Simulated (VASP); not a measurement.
# CdTe (Pm-3m) in VASP: further runs, part 2 of 3

VASP 6.6.1. Earlier steps stand in the parts before.

## 3. Single point, HSE06

File POSCAR:

```
CdTe
1.0
    3.7610753690      0.0000000000      0.0000000000
    0.0000000000      3.7610753690      0.0000000000
    0.0000000000      0.0000000000      3.7610753690
Cd Te
1 1
Direct
    0.0000000000      0.0000000000      0.0000000000
    0.5000000000      0.5000000000      0.5000000000
```

File INCAR.step1:

```
SYSTEM = CdTe
PREC = Accurate
ENCUT = 520
EDIFF = 1E-5
ISMEAR = -1
SIGMA = 0.02
LREAL = .False.
LASPH = .True.
NELM = 80
ALGO = Normal
ISIF = 2
LWAVE = .True.
LCHARG = .False.
GGA = PE
NBANDS = 16
```

File INCAR.step2:

```
SYSTEM = CdTe
PREC = Accurate
ENCUT = 520
EDIFF = 1E-6
ISMEAR = -1
SIGMA = 0.02
LREAL = .False.
LASPH = .True.
NELM = 80
ALGO = Normal
ISIF = 2
LWAVE = .False.
LCHARG = .False.
GGA = PE
LHFCALC = .True.
HFSCREEN = 0.2079
PRECFOCK = Normal
ISTART = 1
NBANDS = 16
```

File KPOINTS:

```
regular mesh
0
Gamma
  4 4 4
  0 0 0
```

Potentials or basis: VASP PAW PBE potentials, release 64 (Cd, Te).

Launch:

```
$ cat potpaw_PBE.64/Cd/POTCAR potpaw_PBE.64/Te/POTCAR > POTCAR
$ cp INCAR.step1 INCAR
$ mpirun -np 1 vasp_std > vasp.out
$ cp INCAR.step2 INCAR
$ mpirun -np 1 vasp_std > vasp.out
```

OUTCAR:

```text
SYSTEM = CdTe
   PREC = Accurate
   ENCUT = 520
   EDIFF = 1E-6
   ISMEAR = -1
   LREAL = .False.
   LASPH = .True.
   NELM = 80
   ISIF = 2
   GGA = PE
   LHFCALC = .True.
   HFSCREEN = 0.2079
   PRECFOCK = Normal
   ISTART = 1

 ion  position               nearest neighbor table
   1  0.000  0.000  0.000-   2 3.26   2 3.26   2 3.26   2 3.26   2 3.26   2 3.26   2 3.26   2 3.26

   2  0.500  0.500  0.500-   1 3.26   1 3.26   1 3.26   1 3.26   1 3.26   1 3.26   1 3.26   1 3.26

  LATTYP: Found a simple cubic cell.
 ALAT       =     3.7610753690

  Lattice vectors:

 A1 = (   3.7610753690,   0.0000000000,   0.0000000000)
 A2 = (   0.0000000000,   3.7610753690,   0.0000000000)
 A3 = (   0.0000000000,   0.0000000000,   3.7610753690)

Analysis of symmetry for initial positions (statically):
=====================================================================
 Subroutine PRICEL returns:
 Original cell was already a primitive cell.

 Routine SETGRP: Setting up the symmetry group for a
 simple cubic supercell.

 Subroutine GETGRP returns: Found 48 space group operations
 (whereof 48 operations were pure point group operations)
 out of a pool of 48 trial point group operations.

The static configuration has the point symmetry O_h .

Analysis of symmetry for dynamics (positions and initial velocities):
=====================================================================
 Subroutine PRICEL returns:
 Original cell was already a primitive cell.

 Routine SETGRP: Setting up the symmetry group for a
 simple cubic supercell.

 Subroutine GETGRP returns: Found 48 space group operations
 (whereof 48 operations were pure point group operations)
 out of a pool of 48 trial point group operations.

The dynamic configuration has the point symmetry O_h .

 Subroutine INISYM returns: Found 48 space group operations
 (whereof 48 operations are pure point group operations),
 and found     1 'primitive' translations

----------------------------------------------------------------------------------------

                                     Primitive cell

  volume of cell :      53.2030

  direct lattice vectors                    reciprocal lattice vectors
     3.761075369  0.000000000  0.000000000     0.265881404  0.000000000  0.000000000
     0.000000000  3.761075369  0.000000000     0.000000000  0.265881404  0.000000000
     0.000000000  0.000000000  3.761075369     0.000000000  0.000000000  0.265881404

  length of vectors
     3.761075369  3.761075369  3.761075369     0.265881404  0.265881404  0.265881404

  position of ions in fractional coordinates (direct lattice)
     0.000000000  0.000000000  0.000000000
     0.500000000  0.500000000  0.500000000

  ion indices of the primitive-cell ions
   primitive index   ion index
                 1           1
                 2           2

[... 29 lines left out ...]
  0.250000  0.000000  0.000000      6.000000
  0.500000  0.000000  0.000000      3.000000
  0.250000  0.250000  0.000000     12.000000
  0.500000  0.250000  0.000000     12.000000
  0.500000  0.500000  0.000000      3.000000
  0.250000  0.250000  0.250000      8.000000
  0.500000  0.250000  0.250000     12.000000
  0.500000  0.500000  0.250000      6.000000
  0.500000  0.500000  0.500000      1.000000
   k-points           NKPTS =     10   k-points in BZ     NKDIM =     64   number of bands    NBANDS=     16
   number of dos      NEDOS =    301   number of ions     NIONS =      2
   total plane-waves  NPLWV =  21952
   dimension x,y,z NGX =    28 NGY =   28 NGZ =   28
   dimension x,y,z NGXF=    56 NGYF=   56 NGZF=   56
   ions per type =               1   1
   NGX,Y,Z   is equivalent  to a cutoff of  12.38, 12.38, 12.38 a.u.
   NGXF,Y,Z  is equivalent  to a cutoff of  24.75, 24.75, 24.75 a.u.
 SYSTEM =  CdTe
   PREC   = accura    normal or accurate (medium, high low for compatibility)
   ISTART =      1    job   : 0-new  1-cont  2-samecut
   ICHARG =      0    charge: 1-file 2-atom 10-const
   ISPIN  =      1    spin polarized calculation?
   LNONCOLLINEAR =      F non collinear calculations
   LSORBIT =      F    spin-orbit coupling
   LASPH  =      T    aspherical Exc in radial PAW
   ENCUT  =  520.0 eV  38.22 Ry    6.18 a.u.   6.99  6.99  6.99*2*pi/ulx,y,z
   NELM   =     80;   NELMIN=  2; NELMDL=  0     # of ELM steps
   EDIFF  = 0.1E-05   stopping-criterion for ELM
   LREAL  =      F    real-space projection
   EDIFFG = 0.1E-04   stopping-criterion for IOM
   NSW    =      0    number of steps for IOM
   IBRION =     -1    ionic relax: 0-MD 1-quasi-New 2-CG
   NFREE  =      0    steps in history (QN), initial steepest desc. (CG)
   ISIF   =      2    stress and relaxation
   ISYM   =      3    0-nonsym 1-usesym 2-fastsym
   POTIM  = 0.5000    time-step for ionic-motion
   TEBEG  =    0.0;   TEEND  =   0.0 temperature during run
   PSTRESS=    0.0 pullay stress
   NELECT =      18.0000    total number of electrons
   NUPDOWN=      -1.0000    fix difference up-down
   EMIN   =  10.00;   EMAX   =-10.00  energy-range for DOS
   EFERMI =   0.00;   METHOD = LEGACY
   ISMEAR =    -1;   SIGMA  =   0.02  broadening in eV -4-tet -1-fermi 0-gaus
   EFERMI_NEDOS =   21; number of points for ismear=-14 and -15
   IALGO  =     38    algorithm
   IMIX   =      1    mixing-type and parameters
     AMIX     =   0.40;   BMIX     =  1.00
     AMIX_MAG =   1.60;   BMIX_MAG =  1.00
  volume/ion in A,a.u.               =      26.60       179.52
  Fermi-wavevector in a.u.,A,eV,Ry     =   1.140741  2.155687 17.705119  1.301290
  Thomas-Fermi vector in A             =   2.277442
   LORBIT       =      0    0 simple, 1 ext, 2 COOP (PROOUT), +10 PAW based schemes
   GGA     = PE    functional components
   LHFCALC =     T    Hartree Fock is set to
   PRECFOCK=normal    Normal, Fast or Accurate (Low or Medium for compatibility)
   ENCUT4O =  -1.0   cutoff for four orbital integrals eV
   NKREDX  =     1    reduce k-point grid by
   NKREDY  =     1    reduce k-point grid by
   NKREDZ  =     1    reduce k-point grid by
   AEXX    =    0.2500 exact exchange contribution
   HFSCREEN=    0.2079 screening length (either q_TF or 0.3 A-1)
   HFSCREENC=   0.2079 screening length for correlation (either q_TF or 0.3 A-1)
   ENCUTFOCK=  -1.0 apply spherical cutoff to Coloumb kernel
   IVDW    =     0    specifies the selected vdW correction
   LEPSILON=     F    determine dielectric tensor
   LRPA    =     F    only Hartree local field effects (RPA)
 non-spin polarized calculation
  energy-cutoff  :      520.00
  volume of cell :       53.20
 maximum number of plane-waves:      1472
 NGX is ok and might be reduce to    28
  NGX = 24; NGY = 24; NGZ = 24

 number of electron      17.9999993 magnetization

 Free energy of the ion-electron system (eV)
  ---------------------------------------------------
  ext. energy  EPLUGINS =         0.00000000
  ---------------------------------------------------
  free energy    TOTEN  =        -4.63279083 eV

  energy without entropy =       -4.62740192  energy(sigma->0) =       -4.63009637

 E-fermi :   5.3979     XC(G=0):  -8.4041

 val. band max:        5.1849035551   @ k =   0.5000   0.0000   0.0000
 cond. band min:       5.4051807356   @ k =   0.5000   0.2500   0.0000
 fundamental gap:      0.2202771804
 Fermi energy:         5.3979247516

 k-point     1 :       0.0000    0.0000    0.0000
  band No.  band energies     occupation
      1      -8.6979      2.00000
      2      -5.7691      2.00000
      3      -5.7691      2.00000
      4      -5.5147      2.00000
      5      -5.5147      2.00000
      6      -5.5147      2.00000
[... 167 lines left out ...]
      3      -5.8585      2.00000
      4      -5.7540      2.00000
      5      -5.3760      2.00000
      6      -5.3760      2.00000
[... 8 lines left out ...]
     15      22.4234      0.00000
     16      22.4234      0.00000

------------------------ aborting loop because EDIFF is reached ----------------------------------------

  FORCE on cell =-STRESS in cart. coord.  units (eV):
  Direction    XX          YY          ZZ          XY          YZ          ZX
  --------------------------------------------------------------------------------------
  -------------------------------------------------------------------------------------
  Total        0.3236944      0.3236944      0.3236944      0.0000000      0.0000000      0.0000000
  in kB        9.7478689      9.7478689      9.7478689      0.0000000      0.0000000      0.0000000
  external PRESSURE =       9.7478689 kB  Pullay stress =       0.0000000 kB

 VOLUME and BASIS-vectors are now :
 -----------------------------------------------------------------------------
  energy-cutoff  :      520.00
  volume of cell :       53.20
      direct lattice vectors                 reciprocal lattice vectors
     3.761075369  0.000000000  0.000000000     0.265881404  0.000000000  0.000000000
     0.000000000  3.761075369  0.000000000     0.000000000  0.265881404  0.000000000
     0.000000000  0.000000000  3.761075369     0.000000000  0.000000000  0.265881404

 POSITION                                       TOTAL-FORCE (eV/Angst)
 -----------------------------------------------------------------------------------
      0.00000      0.00000      0.00000         0.000000      0.000000      0.000000
      1.88054      1.88054      1.88054         0.000000      0.000000      0.000000
 -----------------------------------------------------------------------------------
    total drift:                               -0.000000      0.000001      0.000000

  FREE ENERGIE OF THE ION-ELECTRON SYSTEM (eV)
  ---------------------------------------------------
  free  energy   TOTEN  =        -4.6327908255 eV

  energy  without entropy=       -4.6274019241  energy(sigma->0) =       -4.63009637
```

Run time: 4.5 min. Hardware: 1 thread of Intel Xeon 6975P-C (Granite Rapids), shared host; peak memory 0.28 GiB.

Results:

```yaml
Free_energy: -4.6328 eV
Pressure: 1.0 GPa
Band_gap_on_the_k_mesh: zero (bands 9 and 10 overlap by 1.84 eV)
```

Caveat: the k points lie up to 0.42 Å⁻¹ apart, too coarse for converged energies and pressures of a metal; the PAW data sets were made with another functional, which shifts forces and pressure a little; spin-orbit coupling is left out, which moves the levels of the heavy elements.

(Continued in part 3 of 3.)
